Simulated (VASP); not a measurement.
The system is Si3Ru.

```
Si Ru
1.0
     1.40588   -2.20082    0.00000
     1.40588    2.20082    0.00000
     0.00000    0.00000    8.80799
Si Ru
3 1
Direct
  0.50000 0.50000 0.75331
  0.00000 0.00000 0.50000
  0.50000 0.50000 0.24669
  0.00000 0.00000 0.00000
```

The cell was generated, and may not be a known phase.

| Item | Value |
| --- | --- |
| Program | VASP 6.6.1 |
| Task | relaxation of cell and atoms |
| Functional | PBE |
| Potentials or basis | VASP PAW PBE potentials, release 64 (Si, Ru_sv) |
| Cutoff | 560 eV |
| k mesh | 8 × 8 × 2 |
| Occupations | gaussian, width 0.1 eV |
| Spin | no spin polarisation |

At the start: pressure 3.6 GPa; volume 13.63 Å³/atom.

Question: How do energy, volume and symmetry change on relaxing?

Answer: Over 19 steps the energy falls by 144.2 meV/atom and the volume is 14.32 Å³/atom (+5.1 %); space group Cmmm (No. 65, to 0.1 Å) before and after.

Step by step:
```
step  energy change (eV)  largest force (eV/Å)  pressure (GPa)  volume (Å³)
   1              0.0000                1.0023            3.63        54.51
   2             -0.4204                0.7185           -1.66        56.81
   3             -0.4647                0.5683           -2.22        57.53
   4             -0.4561                0.2764           -1.31        58.88
   5             -0.4715                0.3972           -2.07        58.00
   6             -0.4929                0.2684            3.24        56.52
   7             -0.4959                0.0804            1.80        56.90
   8             -0.5249                0.2241            1.70        56.97
   9             -0.5319                0.2839            1.63        57.01
  10             -0.5368                0.5177            1.55        57.05
  11             -0.5519                0.1401           -1.60        58.00
  12             -0.5522                0.1857           -1.24        57.88
  13             -0.5619                0.1106           -0.41        57.43
  14             -0.5724                0.0306            1.38        56.60
  15             -0.5745                0.0987            0.55        56.96
  16             -0.5752                0.0610            0.80        56.84
  17             -0.5764                0.0626           -0.11        57.21
  18             -0.5764                0.0627           -0.13        57.22
  19             -0.5768                0.0105           -0.03        57.26
```

Final structure:
```
CELL_PARAMETERS angstrom
1.52672 -2.40343 0.00000
1.52672 2.40343 0.00000
0.00000 0.00000 7.80288
ATOMIC_POSITIONS crystal
Si 0.50000 0.50000 0.76168
Si 0.00000 0.00000 0.50000
Si 0.50000 0.50000 0.23832
Ru 0.00000 0.00000 0.00000
```
